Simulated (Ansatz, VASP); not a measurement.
# One calculation of SiC, two programs

```
Si C
1.0
     0.00000    2.17841    2.17841
     2.17841    0.00000    2.17841
     2.17841    2.17841    0.00000
Si C
1 1
Direct
  0.00000 0.00000 0.00000
  0.75000 0.75000 0.75000
```

Alike in both runs: functional PBEsol; k mesh 16 × 16 × 16; occupations fermi-dirac, width 0.05 eV; no spin polarisation.

Ansatz relaxed the structure, and its values are those at the end. VASP's run is a single point on that final structure, the one shown.

|  | VASP | Ansatz |
| --- | --- | --- |
| version | VASP 6.6.1 | Ansatz 0.2.0 |
| potentials or method | VASP PAW PBE potentials, release 64 (Si, C) | PAW with Ansatz's default frozen-core files, scalar-relativistic |
| plane-wave cutoff (eV) | 520 | 420 |
| valence electrons in the cell | 8 | 8 |

|  | VASP | Ansatz | Ansatz less VASP |
| --- | --- | --- | --- |
| pressure (GPa) | 0.4 | 0.0 | -0.36 |

VASP's potentials were made for PBE, not for PBEsol.
